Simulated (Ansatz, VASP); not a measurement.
## One calculation of AlN, two programs

```
Al N
1.0
     0.00000    2.18399    2.18399
     2.18399    0.00000    2.18399
     2.18399    2.18399    0.00000
Al N
1 1
Direct
  0.00000 0.00000 0.00000
  0.75000 0.75000 0.75000
```

Alike in both runs: task relaxation of cell and atoms; functional PBE; k mesh 10 × 10 × 10; occupations gaussian, width 0.02 eV; no spin polarisation.

|  | VASP | Ansatz |
| --- | --- | --- |
| version | VASP 6.6.1 | Ansatz 0.2.0 |
| potentials or method | VASP PAW PBE potentials, release 64 (Al, N), cutoff 600 eV | scalar-relativistic, plane waves, PAW |
| valence electrons in the cell | 8 | 8 |

Ansatz gave:

```
gap on the k mesh at the Fermi level, each at its own relaxed structure (eV) : 3.31
relaxed volume (Å³/atom)                                                     : 10.67
relaxed cell length with the largest relative difference (Å)                 : 3.114
```

Problem. What did VASP give for the same quantities?

Solution. gap on the k mesh at the Fermi level, each at its own relaxed structure (eV): 3.31; relaxed volume (Å³/atom): 10.65; relaxed cell length with the largest relative difference (Å): 3.112.
